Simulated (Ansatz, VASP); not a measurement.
## GaAs5 in VASP and in Ansatz

```
Ga As
1.0
     5.08509    0.00000    0.00000
    -2.54254    4.40382    0.00000
     0.00000    0.00000    5.22363
Ga As
1 5
Direct
  0.00000 0.00000 0.50000
  0.00000 0.65060 0.00000
  0.33333 0.66667 0.50000
  0.65060 0.00000 0.00000
  0.66667 0.33333 0.50000
  0.34940 0.34940 0.00000
```

Change from the starting cell: species swapped into the Mg5Sc type (P-62m, No. 189).

Alike in both runs: task relaxation of cell and atoms; functional PBE; k mesh 6 × 6 × 4; occupations gaussian, width 0.1 eV; no spin polarisation.

```csv
,VASP,Ansatz
version,VASP 6.6.1,Ansatz 0.2.0
potentials or method,"VASP PAW PBE potentials, release 64 (Ga_d, As), cutoff 600 eV","scalar-relativistic, plane waves, PAW"
valence electrons in the cell,38,88
```

```tsv
	VASP	Ansatz	Ansatz less VASP
gap on the k mesh at the Fermi level, each at its own relaxed structure (eV)	none	none	-
relaxed volume (Å³/atom)	20.41	20.28	-0.129
relaxed cell length with the largest relative difference (Å)	5.169	5.157	-0.0122
```

A gap of «none» marks a metal or a gap that the smearing closes. VASP's potentials hold 38 valence electrons a cell and Ansatz's 88, so a difference there can come from the potentials and not from the codes.
